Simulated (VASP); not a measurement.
# Si (P6/mmm) in VASP: a series of runs

The runs below take Si through single point, with LDA.

Everything below comes from runs of VASP 6.6.1. Logs are shortened: lines on timing, memory, paths and dates and some standing lists are left out, and cuts for length are marked.

**1. The cell of the first run**

The structure is hexagonal, space group P6/mmm (No. 191). The conventional cell has a = 2.660 Å, b = 2.660 Å, c = 2.466 Å, α = 90.00°, β = 90.00°, γ = 120.00°. Within 3.3 Å of Si (site symmetry 6/mmm) lie 8 Si at 2.47 to 2.66 Å.

This isn't the form of Si at room conditions, which is diamond.

**2. Single point, LDA (strain +0.0150 x Voigt [1, 1, 0, 0, 0, 0])**

INCAR reads:

```
  PREC = Accurate
  ENCUT = 520
  EDIFF = 1E-6
  ISMEAR = 0
  SIGMA = 0.15
  LREAL = F
  LASPH = T
  NELM = 100
  ALGO = Normal
  ISIF = 2
  LWAVE = F
  LCHARG = F
  GGA = CA
  NBANDS = 8
```

KPOINTS reads:

```
regular mesh
0
Gamma
  21 21 20
```

POSCAR reads:

```
Si
1.0
    2.6598509571      0.0000000000      0.0000000000
   -1.3299254786      2.3034984991      0.0000000000
    0.0000000000      0.0000000000      2.4663543900
Si
1
Direct
    0.0000000000      0.0000000000      0.0000000000
```

Potentials or basis: VASP PAW LDA potentials, release 64 (Si).

Started as:

```sh
cat potpaw_LDA.64/Si/POTCAR > POTCAR
mpirun -np 1 vasp_std > vasp.out
```

OUTCAR:

```text
PREC = Accurate
   ENCUT = 520
   EDIFF = 1E-6
   ISMEAR = 0
   LREAL = F
   LASPH = T
   NELM = 100
   ISIF = 2
   GGA = CA

 ion  position               nearest neighbor table
   1  0.000  0.000  0.000-

  LATTYP: Found a hexagonal cell.
 ALAT       =     2.6598509571
 C/A-ratio  =     0.9272528536

  Lattice vectors:

 A1 = (   2.6598509571,   0.0000000000,   0.0000000000)
 A2 = (  -1.3299254786,   2.3034984991,   0.0000000000)
 A3 = (   0.0000000000,   0.0000000000,   2.4663543900)

Analysis of symmetry for initial positions (statically):
=====================================================================
 Subroutine PRICEL returns:
 Original cell was already a primitive cell.

 Routine SETGRP: Setting up the symmetry group for a
 hexagonal supercell.

 Subroutine GETGRP returns: Found 24 space group operations
 (whereof 24 operations were pure point group operations)
 out of a pool of 24 trial point group operations.

The static configuration has the point symmetry D_6h.

Analysis of symmetry for dynamics (positions and initial velocities):
=====================================================================
 Subroutine PRICEL returns:
 Original cell was already a primitive cell.

 Routine SETGRP: Setting up the symmetry group for a
 hexagonal supercell.

 Subroutine GETGRP returns: Found 24 space group operations
 (whereof 24 operations were pure point group operations)
 out of a pool of 24 trial point group operations.

The dynamic configuration has the point symmetry D_6h.

 Subroutine INISYM returns: Found 24 space group operations
 (whereof 24 operations are pure point group operations),
 and found     1 'primitive' translations

----------------------------------------------------------------------------------------

                                     Primitive cell

  volume of cell :      15.1113

  direct lattice vectors                    reciprocal lattice vectors
     2.659850957  0.000000000  0.000000000     0.375960915  0.217061136  0.000000000
    -1.329925479  2.303498499  0.000000000     0.000000000  0.434122271  0.000000000
     0.000000000  0.000000000  2.466354390     0.000000000  0.000000000  0.405456736

  length of vectors
     2.659850957  2.659850957  2.466354390     0.434122271  0.434122271  0.405456736

  position of ions in fractional coordinates (direct lattice)
[... 77 lines left out ...]
   EDIFF  = 0.1E-05   stopping-criterion for ELM
   LREAL  =      F    real-space projection
   EDIFFG = 0.1E-04   stopping-criterion for IOM
   NSW    =      0    number of steps for IOM
   IBRION =     -1    ionic relax: 0-MD 1-quasi-New 2-CG
   NFREE  =      0    steps in history (QN), initial steepest desc. (CG)
   ISIF   =      2    stress and relaxation
   ISYM   =      2    0-nonsym 1-usesym 2-fastsym
   POTIM  = 0.5000    time-step for ionic-motion
   TEBEG  =    0.0;   TEEND  =   0.0 temperature during run
   PSTRESS=    0.0 pullay stress
   NELECT =       4.0000    total number of electrons
   NUPDOWN=      -1.0000    fix difference up-down
   EMIN   =  10.00;   EMAX   =-10.00  energy-range for DOS
   EFERMI =   0.00;   METHOD = LEGACY
   ISMEAR =     0;   SIGMA  =   0.15  broadening in eV -4-tet -1-fermi 0-gaus
   EFERMI_NEDOS =   21; number of points for ismear=-14 and -15
   IALGO  =     38    algorithm
   IMIX   =      4    mixing-type and parameters
     AMIX     =   0.40;   BMIX     =  1.00
     AMIX_MAG =   1.60;   BMIX_MAG =  1.00
  volume/ion in A,a.u.               =      15.11       101.98
  Fermi-wavevector in a.u.,A,eV,Ry     =   1.051142  1.986370 15.033061  1.104899
  Thomas-Fermi vector in A             =   2.186173
   LORBIT       =      0    0 simple, 1 ext, 2 COOP (PROOUT), +10 PAW based schemes
   GGA     = CA    functional components
   LHFCALC =     F    Hartree Fock is set to
   AEXX    =    0.0000 exact exchange contribution
   IVDW    =     0    specifies the selected vdW correction
   LEPSILON=     F    determine dielectric tensor
   LRPA    =     F    only Hartree local field effects (RPA)
 non-spin polarized calculation
 Gauss-broadening in eV      SIGMA  =   0.15
  energy-cutoff  :      520.00
  volume of cell :       15.11
 maximum number of plane-waves:       435
 NGX is ok and might be reduce to    20
   NGX =  9   NGY =  9   NGZ =  9

 number of electron       3.9999999 magnetization

 Free energy of the ion-electron system (eV)
  ---------------------------------------------------
  ext. energy  EPLUGINS =         0.00000000
  ---------------------------------------------------
  free energy    TOTEN  =        -5.73264589 eV

  energy without entropy =       -5.72806988  energy(sigma->0) =       -5.73035789

 E-fermi :   9.2836     XC(G=0): -11.0309

 val. band max:        9.2812123765   @ k =   0.3810   0.0952   0.4000
 cond. band min:       9.2867464144   @ k =   0.2381   0.1905   0.0000
 fundamental gap:      0.0055340379
 Fermi energy:         9.2835986029

 k-point     1 :       0.0000    0.0000    0.0000
  band No.  band energies     occupation
      1      -4.5530      2.00000
      2      16.9210      0.00000
      3      17.4497      0.00000
      4      18.9064      0.00000
      5      18.9064      0.00000
      6      21.2601      0.00000
      7      21.2601      0.00000
      8      26.6552      0.00000
[... 243 lines left out ...]
 k-point    24 :       0.1905    0.0952    0.0000
  band No.  band energies     occupation
      1      -2.8392      2.00000
      2      10.6158      0.00000
      3      13.1950      0.00000
      4      18.8641      0.00000
      5      19.1764      0.00000
      6      22.3258      0.00000
      7      26.1733      0.00000
      8      30.2850      0.00000

 [... further k-points ...]

------------------------ aborting loop because EDIFF is reached ----------------------------------------

  FORCE on cell =-STRESS in cart. coord.  units (eV):
  Direction    XX          YY          ZZ          XY          YZ          ZX
  --------------------------------------------------------------------------------------
  -------------------------------------------------------------------------------------
  Total       -0.3871804     -0.3871804     -0.3005612      0.0000000     -0.0000000      0.0000000
  in kB      -41.0509508    -41.0509508    -31.8671158      0.0000000     -0.0000000      0.0000000
  external PRESSURE =     -37.9896724 kB  Pullay stress =       0.0000000 kB

 VOLUME and BASIS-vectors are now :
 -----------------------------------------------------------------------------
  energy-cutoff  :      520.00
  volume of cell :       15.11
      direct lattice vectors                 reciprocal lattice vectors
     2.659850957  0.000000000  0.000000000     0.375960915  0.217061136  0.000000000
    -1.329925479  2.303498499  0.000000000     0.000000000  0.434122271  0.000000000
     0.000000000  0.000000000  2.466354390     0.000000000  0.000000000  0.405456736

 POSITION                                       TOTAL-FORCE (eV/Angst)
 -----------------------------------------------------------------------------------
      0.00000      0.00000      0.00000         0.000000      0.000000      0.000000
 -----------------------------------------------------------------------------------
    total drift:                               -0.000000     -0.000000      0.000000

  FREE ENERGIE OF THE ION-ELECTRON SYSTEM (eV)
  ---------------------------------------------------
  free  energy   TOTEN  =        -5.7326458893 eV

  energy  without entropy=       -5.7280698825  energy(sigma->0) =       -5.73035789
```

It took 60 s on 1 thread of Intel Xeon 8259CL, shared host; peak memory 0.16 GiB.

Results:

- Free energy: -5.7326 eV
- Pressure: -3.8 GPa
- Band gap on the k mesh: zero (bands 2 and 3 overlap by 12.09 eV)

Caveat: the cell differs from its parent crystal (strain +0.0150 x Voigt [1, 1, 0, 0, 0, 0]); the cell stands under tension.

**3. Single point, LDA (strain +0.0300 x Voigt [1, 1, 0, 0, 0, 0])**

INCAR reads:

```
PREC     = Accurate       # precision mode
ENCUT    = 520            # plane-wave cutoff, eV
EDIFF    = 1E-7           # SCF threshold, eV
ISMEAR   = 0              # smearing method
SIGMA    = 0.15           # smearing width, eV
LREAL    = F              # projectors in reciprocal space
LASPH    = T              # aspherical terms in the spheres
NELM     = 80             # most SCF steps
ALGO     = Normal         # electronic algorithm
ISIF     = 2              # what is computed and relaxed
LWAVE    = F              # write WAVECAR
LCHARG   = F              # write CHGCAR
GGA      = CA             # functional
NBANDS   = 8              # bands
```

KPOINTS reads:

```
Automatic mesh
0
Gamma
  21 21 20
```

POSCAR reads:

```
Si
1.0
    2.6991590993      0.0000000000      0.0000000000
   -1.3495795497      2.3375403489      0.0000000000
    0.0000000000      0.0000000000      2.4663543900
Si
1
Direct
    0.0000000000      0.0000000000      0.0000000000
```

Potentials or basis: VASP PAW LDA potentials, release 64 (Si).

Started as:

```sh
cat potpaw_LDA.64/Si/POTCAR > POTCAR
mpirun -np 1 vasp_std > vasp.out
```

It took 61 s on 1 thread of Intel Xeon 8259CL, shared host; peak memory 0.16 GiB.

It converged, with:

- Free energy: -5.7162 eV
- Pressure: -6.3 GPa
- Band gap on the k mesh: zero (bands 2 and 3 overlap by 12.07 eV)

Stress tensor (GPa, compression positive):
```
-7.54  0.00  0.00
 0.00 -7.54  0.00
 0.00  0.00 -3.88
```

Levels at points of the mesh, in eV from the Fermi level:
| k point | band 1 | band 2 | band 3 | band 4 | band 5 | band 6 | band 7 |
| --- | --- | --- | --- | --- | --- | --- | --- |
| (0.00, 0.00, 0.00) | -13.59 | 7.72 | 8.39 | 9.06 | 9.06 | 11.71 | 11.71 |
| (0.00, 0.00, 0.50) | -8.63 | -6.78 | 12.59 | 12.59 | 14.58 | 14.58 | 15.54 |

Caveat: the cell differs from its parent crystal (strain +0.0300 x Voigt [1, 1, 0, 0, 0, 0]); the cell stands under tension.

**4. Single point, LDA (strain +0.0450 x Voigt [1, 1, 0, 0, 0, 0])**

INCAR: that of step 3 with these lines changed.

```diff
@@ -2,3 +2,3 @@
 ENCUT    = 520            # plane-wave cutoff, eV
-EDIFF    = 1E-7           # SCF threshold, eV
+EDIFF    = 1E-6           # SCF threshold, eV
 ISMEAR   = 0              # smearing method
@@ -12,3 +12,2 @@
 LCHARG   = F              # write CHGCAR
-GGA      = CA             # functional
 NBANDS   = 8              # bands
```

KPOINTS is that of step 3.

POSCAR reads:

```
Si
1.0
    2.7384672416      0.0000000000      0.0000000000
   -1.3692336208      2.3715821986      0.0000000000
    0.0000000000      0.0000000000      2.4663543900
Si
1
Direct
    0.0000000000      0.0000000000      0.0000000000
```

Potentials or basis: VASP PAW LDA potentials, release 64 (Si).

Started as:

```sh
cat potpaw_LDA.64/Si/POTCAR > POTCAR
mpirun -np 1 vasp_std > vasp.out
```

OUTCAR:

```text
PREC = Accurate
   ENCUT = 520
   EDIFF = 1E-6
   ISMEAR = 0
   LREAL = F
   LASPH = T
   NELM = 80
   ISIF = 2

 ion  position               nearest neighbor table
   1  0.000  0.000  0.000-

  LATTYP: Found a hexagonal cell.
 ALAT       =     2.7384672416
 C/A-ratio  =     0.9006331544

  Lattice vectors:

 A1 = (   2.7384672416,   0.0000000000,   0.0000000000)
 A2 = (  -1.3692336208,   2.3715821986,   0.0000000000)
[... 442 lines left out ...]
      7      24.6450      0.00000
      8      29.3177      0.00000

 [... further k-points ...]

------------------------ aborting loop because EDIFF is reached ----------------------------------------

  FORCE on cell =-STRESS in cart. coord.  units (eV):
  Direction    XX          YY          ZZ          XY          YZ          ZX
  --------------------------------------------------------------------------------------
  -------------------------------------------------------------------------------------
  Total       -1.0403354     -1.0403354     -0.4419141     -0.0000000     -0.0000000      0.0000000
  in kB     -104.0597404   -104.0597404    -44.2025385     -0.0000000     -0.0000000      0.0000000
  external PRESSURE =     -84.1073397 kB  Pullay stress =       0.0000000 kB

 VOLUME and BASIS-vectors are now :
 -----------------------------------------------------------------------------
  energy-cutoff  :      520.00
  volume of cell :       16.02
      direct lattice vectors                 reciprocal lattice vectors
     2.738467242  0.000000000  0.000000000     0.365167779  0.210829715  0.000000000
    -1.369233621  2.371582199  0.000000000     0.000000000  0.421659431  0.000000000
     0.000000000  0.000000000  2.466354390     0.000000000  0.000000000  0.405456736

 POSITION                                       TOTAL-FORCE (eV/Angst)
 -----------------------------------------------------------------------------------
      0.00000      0.00000      0.00000         0.000000      0.000000      0.000000
 -----------------------------------------------------------------------------------
    total drift:                               -0.000000     -0.000000      0.000000

  FREE ENERGIE OF THE ION-ELECTRON SYSTEM (eV)
  ---------------------------------------------------
  free  energy   TOTEN  =        -5.6905563396 eV

  energy  without entropy=       -5.6860922381  energy(sigma->0) =       -5.68832429
```

OSZICAR:

```text
N       E                     dE             d eps       ncg     rms          rms(c)
DAV:   1    -0.291116807065E+01   -0.29112E+01   -0.17588E+03  9000   0.376E+02
DAV:   2    -0.569027745073E+01   -0.27791E+01   -0.26623E+01 12328   0.307E+01
DAV:   3    -0.570890496766E+01   -0.18628E-01   -0.18617E-01  9760   0.270E+00
DAV:   4    -0.570893201724E+01   -0.27050E-04   -0.27049E-04 13696   0.111E-01
DAV:   5    -0.570893202770E+01   -0.10462E-07   -0.11092E-07  9880   0.126E-03    0.271E+00
DAV:   6    -0.569680013675E+01    0.12132E-01   -0.57738E-03 10608   0.311E-01    0.153E+00
DAV:   7    -0.569062969225E+01    0.61704E-02   -0.10354E-02 10512   0.428E-01    0.128E-01
DAV:   8    -0.569056025335E+01    0.69439E-04   -0.42294E-04  9920   0.115E-01    0.223E-02
DAV:   9    -0.569055630921E+01    0.39441E-05   -0.17110E-05 11896   0.257E-02    0.142E-02
DAV:  10    -0.569055633960E+01   -0.30396E-07   -0.50815E-07  7152   0.520E-03
   1 F= -.56905563E+01 E0= -.56883243E+01  d E =-.446410E-02
```

stdout:

```text
POSCAR found type information on POSCAR Si
 POSCAR found :  1 types and       1 ions
 scaLAPACK will be used
 LDA part: xc-table for (Slater(with rela. corr.)+CA(PZ))
 , standard interpolation
 POSCAR, INCAR and KPOINTS ok, starting setup
 FFT: planning ... GRIDC
 FFT: planning ... GRID_SOFT
 FFT: planning ... GRID
 WAVECAR not read
 entering main loop
```

Run time: 60 s. Hardware: 1 thread of Intel Xeon 8259CL, shared host; peak memory 0.16 GiB.

Results:

| Property | Result |
| --- | --- |
| Free energy | -5.6906 eV |
| Pressure | -8.4 GPa |
| Band gap on the k mesh | zero (bands 2 and 3 overlap by 12.03 eV) |

Caveat: the cell differs from its parent crystal (strain +0.0450 x Voigt [1, 1, 0, 0, 0, 0]); the cell stands under tension.

**5. Single point, LDA (strain +0.0525 x Voigt [1, 1, 0, 0, 0, 0])**

INCAR reads:

```
SYSTEM = Si
PREC = Accurate
ENCUT = 520
EDIFF = 1E-6
ISMEAR = 0
SIGMA = 0.15
LREAL = .FALSE.
LASPH = .TRUE.
NELM = 80
ALGO = Normal
ISIF = 2
LWAVE = .FALSE.
LCHARG = .FALSE.
GGA = CA
NBANDS = 8
```

KPOINTS reads:

```
regular mesh
0
G
  21 21 20
  0 0 0
```

POSCAR reads:

```
Si
1.0
    2.7581213127      0.0000000000      0.0000000000
   -1.3790606564      2.3886031235      0.0000000000
    0.0000000000      0.0000000000      2.4663543900
Si
1
Direct
    0.0000000000      0.0000000000      0.0000000000
```

Started as:

```sh
cat potpaw_LDA.64/Si/POTCAR > POTCAR
mpirun -np 1 vasp_std > vasp.out
```

Run time: 61 s. Hardware: 1 thread of Intel Xeon 8259CL, shared host; peak memory 0.16 GiB.

Results (log left out):

```
Free energy            : -5.6747 eV
Pressure               : -9.3 GPa
Band gap on the k mesh : zero (bands 2 and 3 overlap by 12.00 eV)
```

Stress tensor (GPa, compression positive):
```
-11.59   0.00   0.00
  0.00 -11.59   0.00
  0.00   0.00  -4.74
```

Levels at points of the mesh, in eV from the Fermi level:
```tsv
k point	band 1	band 2	band 3	band 4	band 5	band 6
(0.00, 0.00, 0.00)	-13.24	7.80	8.27	8.27	8.70	11.34
(0.00, 0.00, 0.50)	-8.23	-6.50	11.82	11.82	14.32	14.32
```

Caveat: the cell differs from its parent crystal (strain +0.0525 x Voigt [1, 1, 0, 0, 0, 0]); the cell stands under tension.

**6. Summary**

```tsv
cell	gap on the mesh (eV)	pressure (GPa)
a = 2.660, b = 2.660, c = 2.466 Å, angles 90.0, 90.0, 120.0°, 1 atom	none	-3.8
a = 2.699, b = 2.699, c = 2.466 Å, angles 90.0, 90.0, 120.0°, 1 atom	none	-6.3
a = 2.738, b = 2.738, c = 2.466 Å, angles 90.0, 90.0, 120.0°, 1 atom	none	-8.4
a = 2.758, b = 2.758, c = 2.466 Å, angles 90.0, 90.0, 120.0°, 1 atom	none	-9.3
```

Alike in all rows: task single point; level LDA; potentials or basis VASP PAW LDA potentials, release 64 (Si); no spin polarisation; k mesh 21 × 21 × 20; cutoff (eV) 520; smearing gaussian 0.15 eV.

Caveats: the cell stands under tension.

Absolute energies hang on the potentials; compare differences alone.
